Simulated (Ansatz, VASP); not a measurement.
CeHf3O8: VASP beside Ansatz

```
Ce Hf O
1.0
     5.45202    0.00000    0.00000
     0.00000    5.45202    0.00000
     0.00000    0.00000    5.45202
Ce Hf O
1 3 8
Direct
  0.00000 0.00000 0.00000
  0.50000 0.00000 0.50000
  0.00000 0.50000 0.50000
  0.50000 0.50000 0.00000
  0.25000 0.25000 0.25000
  0.75000 0.25000 0.75000
  0.25000 0.75000 0.75000
  0.75000 0.75000 0.25000
  0.75000 0.75000 0.75000
  0.25000 0.75000 0.25000
  0.75000 0.25000 0.25000
  0.25000 0.25000 0.75000
```

Alike in both runs: task single point; functional PBE; k mesh 4 × 4 × 4; occupations gaussian, width 0.1 eV; no spin polarisation.

```csv
,VASP,Ansatz
version,VASP 6.6.1,Ansatz 0.2.0
potentials or method,"VASP PAW PBE potentials, release 64 (Ce, Hf_pv, O), cutoff 520 eV","scalar-relativistic, plane waves, PAW"
valence electrons in the cell,90,138
```

VASP gave:

- gap on the k mesh at the Fermi level (eV): 1.76
- least direct gap on the mesh (eV): 1.86
- pressure (GPa): -25.3

Task: Estimate Ansatz's values.

Result: gap on the k mesh at the Fermi level (eV): 1.77; least direct gap on the mesh (eV): 1.88; pressure (GPa): -23.8.

VASP's potentials hold 90 valence electrons a cell and Ansatz's 138, so a difference there can come from the potentials and not from the codes.

Spin-orbit coupling is off throughout.
